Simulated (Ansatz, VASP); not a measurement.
## One calculation of Nb, two programs

```
Nb
1.0
     4.88504    0.00000    0.00000
    -2.44252    4.23057    0.00000
     0.00000    0.00000    2.66553
Nb
3
Direct
  0.00000 0.00000 0.00000
  0.33333 0.66667 0.50000
  0.66667 0.33333 0.50000
```

Alike in both runs: functional r2SCAN; k mesh 12 × 12 × 18; occupations gaussian, width 0.1 eV; no spin polarisation.

Ansatz relaxed the structure, and its values are those at the end. VASP's run is a single point on that final structure, the one shown.

|  | VASP | Ansatz |
| --- | --- | --- |
| version | VASP 6.6.1 | Ansatz 0.2.0 |
| potentials or method | VASP PAW PBE potentials, release 64 (Nb_sv), cutoff 520 eV | scalar-relativistic, plane waves, PAW |
| valence electrons in the cell | 39 | 39 |

```csv
,VASP,Ansatz,Ansatz less VASP
gap on the k mesh at the Fermi level (eV),none,none,-
pressure (GPa),-0.2,0.0,+0.19
```

VASP's potentials were made for PBE, not for r2SCAN. A gap of «none» marks a metal or a gap that the smearing closes. The functional is the same, so the differences come from potentials, cutoffs and numerics.
